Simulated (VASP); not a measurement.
# Hf2Ge3Ru (P4/mmm) in VASP: single point with PBE

Aim: the single point of Hf2Ge3Ru with PBE.

Program: VASP 6.6.1. These are calculated values, not measurements. Logs are shortened: lines on timing, memory, paths and dates and some standing lists are left out, and cuts for length are marked.

### Step 1. The cell of the first run

Symmetry: P4/mmm, No. 123, tetragonal system. Conventional cell: a = 3.080 Å, b = 3.080 Å, c = 10.723 Å, α = 90.00°, β = 90.00°, γ = 90.00°. Within 3.8 Å of Hf (site symmetry 4mm) lie 8 Ge at 2.89 to 2.94 Å and 4 Hf at 3.08 Å and 1 Ru at 3.38 Å. Ge (site symmetry 4mm) has 4 Ru at 2.63 Å and 4 Hf at 2.89 Å and 5 Ge at 2.95 to 3.08 Å within 3.5 Å. Ge (site symmetry 4/mmm) has 8 Hf at 2.94 Å and 6 Ge at 3.08 to 3.88 Å within 3.9 Å. Ru (site symmetry 4/mmm) has 8 Ge at 2.63 Å and 4 Ru at 3.08 Å and 2 Hf at 3.38 Å within 3.5 Å.

### Step 2. Single point, PBE

Input file POSCAR:

```
Hf2Ge3Ru
1.0
    3.0804895240      0.0000000000      0.0000000000
    0.0000000000      3.0804895240      0.0000000000
    0.0000000000      0.0000000000     10.7232212177
Hf Ge Ru
2 3 1
Direct
    0.0000000000      0.0000000000      0.3152871253
    0.0000000000      0.0000000000      0.6847128747
    0.5000000000      0.5000000000      0.1377599183
    0.5000000000      0.5000000000      0.5000000000
    0.5000000000      0.5000000000      0.8622400817
    0.0000000000      0.0000000000      0.0000000000
```

Input file INCAR.step1:

```
SYSTEM = Hf2Ge3Ru
  PREC = Accurate
  ENCUT = 520
  EDIFF = 1E-6
  ISMEAR = 0
  SIGMA = 0.1
  LREAL = .False.
  LASPH = .True.
  NELM = 60
  ALGO = Normal
  ISIF = 2
  LWAVE = .False.
  LCHARG = .True.
  LMAXMIX = 4
  GGA = PE
  NBANDS = 47
```

Input file KPOINTS.step1:

```
regular mesh
0
Gamma
  12 12 4
  0 0 0
```

Input file INCAR.step2:

```
SYSTEM = Hf2Ge3Ru
  PREC = Accurate
  ENCUT = 520
  EDIFF = 1E-6
  ISMEAR = -5
  SIGMA = 0.1
  LREAL = .False.
  LASPH = .True.
  NELM = 60
  ALGO = Normal
  ISIF = 2
  LWAVE = .False.
  LCHARG = .False.
  LMAXMIX = 4
  GGA = PE
  LORBIT = 11
  NEDOS = 1001
  ICHARG = 11
```

Input file KPOINTS.step2:

```
regular mesh
0
Gamma
  18 18 6
  0 0 0
```

Potentials or basis: VASP PAW PBE potentials, release 64 (Hf_pv, Ge_d, Ru_pv).

On the command line:

```bash
$ cat potpaw_PBE.64/Hf_pv/POTCAR potpaw_PBE.64/Ge_d/POTCAR potpaw_PBE.64/Ru_pv/POTCAR > POTCAR
$ cp INCAR.step1 INCAR
$ cp KPOINTS.step1 KPOINTS
$ mpirun -np 1 vasp_std > vasp.out
$ cp INCAR.step2 INCAR
$ cp KPOINTS.step2 KPOINTS
$ mpirun -np 1 vasp_std > vasp.out
```

OUTCAR:

```text
SYSTEM = Hf2Ge3Ru
   PREC = Accurate
   ENCUT = 520
   EDIFF = 1E-6
   ISMEAR = -5
   LREAL = .False.
   LASPH = .True.
   NELM = 60
   ISIF = 2
   GGA = PE
   LORBIT = 11
   ICHARG = 11

 ion  position               nearest neighbor table
   1  0.000  0.000  0.315-   3 2.89   3 2.89   3 2.89   3 2.89   4 2.94   4 2.94   4 2.94   4 2.94
                             6 3.38
   2  0.000  0.000  0.685-   5 2.89   5 2.89   5 2.89   5 2.89   4 2.94   4 2.94   4 2.94   4 2.94
                             6 3.38
   3  0.500  0.500  0.138-   6 2.63   6 2.63   6 2.63   6 2.63   1 2.89   1 2.89   1 2.89   1 2.89

   4  0.500  0.500  0.500-   1 2.94   2 2.94   1 2.94   2 2.94   1 2.94   2 2.94   1 2.94   2 2.94

   5  0.500  0.500  0.862-   6 2.63   6 2.63   6 2.63   6 2.63   2 2.89   2 2.89   2 2.89   2 2.89

   6  0.000  0.000  0.000-   3 2.63   5 2.63   3 2.63   5 2.63   3 2.63   5 2.63   3 2.63   5 2.63
                             1 3.38   2 3.38

  LATTYP: Found a simple tetragonal cell.
 ALAT       =     3.0804895240
 C/A-ratio  =     3.4810120710

  Lattice vectors:

 A1 = (   3.0804895240,   0.0000000000,   0.0000000000)
 A2 = (   0.0000000000,   3.0804895240,   0.0000000000)
 A3 = (   0.0000000000,   0.0000000000,  10.7232212177)

Analysis of symmetry for initial positions (statically):
=====================================================================
 Subroutine PRICEL returns:
 Original cell was already a primitive cell.

 Routine SETGRP: Setting up the symmetry group for a
 simple tetragonal supercell.

 Subroutine GETGRP returns: Found 16 space group operations
 (whereof 16 operations were pure point group operations)
 out of a pool of 16 trial point group operations.

The static configuration has the point symmetry D_4h.

Analysis of symmetry for dynamics (positions and initial velocities):
=====================================================================
 Subroutine PRICEL returns:
 Original cell was already a primitive cell.

 Routine SETGRP: Setting up the symmetry group for a
 simple tetragonal supercell.

 Subroutine GETGRP returns: Found 16 space group operations
 (whereof 16 operations were pure point group operations)
 out of a pool of 16 trial point group operations.

The dynamic configuration has the point symmetry D_4h.

 Subroutine INISYM returns: Found 16 space group operations
 (whereof 16 operations are pure point group operations),
 and found     1 'primitive' translations

----------------------------------------------------------------------------------------

                                     Primitive cell

  volume of cell :     101.7571

  direct lattice vectors                    reciprocal lattice vectors
[... 110 lines left out ...]
   EMIN   =  10.00;   EMAX   =-10.00  energy-range for DOS
   EFERMI =   0.00;   METHOD = LEGACY
   ISMEAR =    -5;   SIGMA  =   0.10  broadening in eV -4-tet -1-fermi 0-gaus
   EFERMI_NEDOS =   21; number of points for ismear=-14 and -15
   IALGO  =     38    algorithm
   IMIX   =      4    mixing-type and parameters
     AMIX     =   0.40;   BMIX     =  1.00
     AMIX_MAG =   1.60;   BMIX_MAG =  1.00
  volume/ion in A,a.u.               =      16.96       114.45
  Fermi-wavevector in a.u.,A,eV,Ry     =   1.485335  2.806876 30.017451  2.206220
  Thomas-Fermi vector in A             =   2.598760
   LORBIT       =     11    0 simple, 1 ext, 2 COOP (PROOUT), +10 PAW based schemes
   GGA     = PE    functional components
   LHFCALC =     F    Hartree Fock is set to
   AEXX    =    0.0000 exact exchange contribution
   IVDW    =     0    specifies the selected vdW correction
   LEPSILON=     F    determine dielectric tensor
   LRPA    =     F    only Hartree local field effects (RPA)
 non-spin polarized calculation
 Fermi weights with tetrahedron method with Bloechl corrections
  energy-cutoff  :      520.00
  volume of cell :      101.76
 maximum number of plane-waves:      2768
 NGX is ok and might be reduce to    24

 number of electron      76.0000006 magnetization

 Free energy of the ion-electron system (eV)
  ---------------------------------------------------
  ext. energy  EPLUGINS =         0.00000000
  ---------------------------------------------------
  free energy    TOTEN  =       -44.75295233 eV

  energy without entropy =      -44.75295233  energy(sigma->0) =      -44.75295233

 E-fermi :   8.1394     XC(G=0): -12.2633

 val. band max:        8.1912645225   @ k =   0.4444   0.2222   0.1667
 cond. band min:       8.0824100093   @ k =   0.5000   0.3889   0.3333
 fundamental gap:     -0.1088545132
 Fermi energy:         8.1393726870

 k-point     1 :       0.0000    0.0000    0.0000
  band No.  band energies     occupation
      1     -34.4802      2.00000
      2     -34.4593      2.00000
      3     -34.4593      2.00000
      4     -22.9077      2.00000
      5     -22.8761      2.00000
      6     -22.4297      2.00000
[... 1141 lines left out ...]
     44      10.8590      0.00000
     45      11.2995      0.00000

 [... further k-points ...]
[... 5 lines left out ...]
  --------------------------------------------------------------------------------------
  -------------------------------------------------------------------------------------
  Total       -0.0720340     -0.0720340     -0.0754620      0.0000000     -0.0000000      0.0000000
  in kB       -1.1341841     -1.1341841     -1.1881575      0.0000000     -0.0000000      0.0000000
  external PRESSURE =      -1.1521753 kB  Pullay stress =       0.0000000 kB

 VOLUME and BASIS-vectors are now :
 -----------------------------------------------------------------------------
  energy-cutoff  :      520.00
  volume of cell :      101.76
      direct lattice vectors                 reciprocal lattice vectors
     3.080489524  0.000000000  0.000000000     0.324623730  0.000000000  0.000000000
     0.000000000  3.080489524  0.000000000     0.000000000  0.324623730  0.000000000
     0.000000000  0.000000000 10.723221218     0.000000000  0.000000000  0.093255560

 POSITION                                       TOTAL-FORCE (eV/Angst)
 -----------------------------------------------------------------------------------
      0.00000      0.00000      3.38089        -0.000000     -0.000000      0.008522
      0.00000      0.00000      7.34233        -0.000000     -0.000000     -0.008522
      1.54024      1.54024      1.47723        -0.000000     -0.000000      0.036213
      1.54024      1.54024      5.36161        -0.000000     -0.000000     -0.000000
      1.54024      1.54024      9.24599         0.000000      0.000000     -0.036213
      0.00000      0.00000      0.00000        -0.000000     -0.000000     -0.000000
 -----------------------------------------------------------------------------------
    total drift:                                0.000000     -0.000000      0.000000

  FREE ENERGIE OF THE ION-ELECTRON SYSTEM (eV)
  ---------------------------------------------------
  free  energy   TOTEN  =       -44.7529523258 eV

  energy  without entropy=      -44.7529523258  energy(sigma->0) =      -44.75295233

 total charge

# of ion       s       p       d       tot
------------------------------------------
    1        0.331   6.345   1.671   8.348
    2        0.331   6.345   1.671   8.348
    3        1.123   1.207  10.080  12.410
    4        1.144   1.208  10.025  12.377
    5        1.123   1.207  10.080  12.410
    6        0.289   6.223   6.182  12.693
--------------------------------------------------
tot          4.340  22.535  39.711  66.586
```

OUTCAR.step1:

```text
SYSTEM = Hf2Ge3Ru
   PREC = Accurate
   ENCUT = 520
   EDIFF = 1E-6
   ISMEAR = 0
   LREAL = .False.
   LASPH = .True.
   NELM = 60
[... 1443 lines left out ...]
      1.54024      1.54024      5.36161        -0.000000      0.000000      0.000000
      1.54024      1.54024      9.24599        -0.000000     -0.000000     -0.042764
      0.00000      0.00000      0.00000        -0.000000      0.000000      0.000000
 -----------------------------------------------------------------------------------
    total drift:                                0.000000     -0.000000      0.000000

  FREE ENERGIE OF THE ION-ELECTRON SYSTEM (eV)
  ---------------------------------------------------
  free  energy   TOTEN  =       -44.7649416099 eV

  energy  without entropy=      -44.7581959029  energy(sigma->0) =      -44.76156876
```

Run time: 18 min. Hardware: 1 thread of Intel Xeon 8259CL, shared host; peak memory 0.87 GiB.

Results:

```yaml
Valence_electrons_inside_the_program's_atomic_spheres: Hf 8.35; Ge 12.41, 12.38 (each value once); Ru 12.69
```

Levels at points of the mesh, in eV from the Fermi level:
| k point | band 34 | band 35 | band 36 | band 37 | band 38 | band 39 | band 40 | band 41 | band 42 | band 43 |
| --- | --- | --- | --- | --- | --- | --- | --- | --- | --- | --- |
| (0.00, 0.00, 0.00) | -1.53 | -1.41 | -0.73 | -0.19 | 0.79 | 0.86 | 0.86 | 1.80 | 2.57 | 2.57 |
| (0.50, 0.00, 0.00) | -2.69 | -2.54 | -1.37 | -1.24 | -1.21 | 0.70 | 1.31 | 1.66 | 3.11 | 3.24 |
| (0.50, 0.50, 0.00) | -3.21 | -2.61 | -2.42 | -0.50 | -0.50 | 0.17 | 0.45 | 0.83 | 1.89 | 2.59 |
| (0.00, 0.00, 0.50) | -1.55 | -1.39 | -0.80 | -0.73 | 1.27 | 1.27 | 1.32 | 1.51 | 1.51 | 1.68 |
| (0.50, 0.00, 0.50) | -2.69 | -2.54 | -1.90 | -1.25 | -0.90 | 0.72 | 1.22 | 1.78 | 3.14 | 3.19 |
| (0.50, 0.50, 0.50) | -3.71 | -2.27 | -0.70 | -0.61 | -0.11 | 0.41 | 0.41 | 0.45 | 0.80 | 0.80 |

Caveat: spin-orbit coupling is left out, which moves the levels of the heavy elements; tetrahedron occupations give inexact forces and stress in metals.
